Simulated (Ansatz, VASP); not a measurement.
**One calculation of Sn2Ir, two programs**

```
Sn Ir
1.0
     0.03169    3.18485    3.18485
     3.18485    0.03169    3.18485
     3.18485    3.18485    0.03169
Sn Ir
2 1
Cartesian
  1.6003 1.6003 1.6003
  4.8010 4.8010 4.8010
  0.0000 0.0000 0.0000
```

Change from the starting cell: equal xy, yz and zx shear strains of +1 %, PAW files.

Alike in both runs: task electric field gradients; functional LDA; k mesh 10 × 10 × 10; occupations fermi-dirac, width 0.03 eV; no spin polarisation.

|  | VASP | Ansatz |
| --- | --- | --- |
| version | VASP 6.6.1 | Ansatz 0.2.0 |
| potentials or method | VASP PAW LDA potentials, release 64 (Sn_d, Ir) | PAW with Ansatz's default frozen-core files, scalar-relativistic |
| plane-wave cutoff (eV) | 520 | 420 |
| valence electrons in the cell | 37 | 45 |

VASP gave:

| Quantity | Value |
| --- | --- |
| pressure (GPa) | -1.8 |
| traceless stress, the component that is largest in VASP (GPa) | -0.48 |
| rms of the force components (eV/Å) | 0.056 |
| size of Vzz on the site where it differs most (V/Å²) | 13.7 |

Question: Estimate Ansatz's values.

Answer: Pressure (GPa): -2.1; traceless stress, the component that is largest in VASP (GPa): -0.47; rms of the force components (eV/Å): 0.055; size of Vzz on the site where it differs most (V/Å²): 6.2.

LDA's correlation is that of Perdew and Zunger in VASP and of Perdew and Wang (1992) in Ansatz. Atom by atom the forces differ by 0.001 eV/Å (rms over components). VASP's potentials hold 37 valence electrons a cell and Ansatz's 45, so a difference there can come from the potentials and not from the codes.

Neither program's run includes spin-orbit coupling.
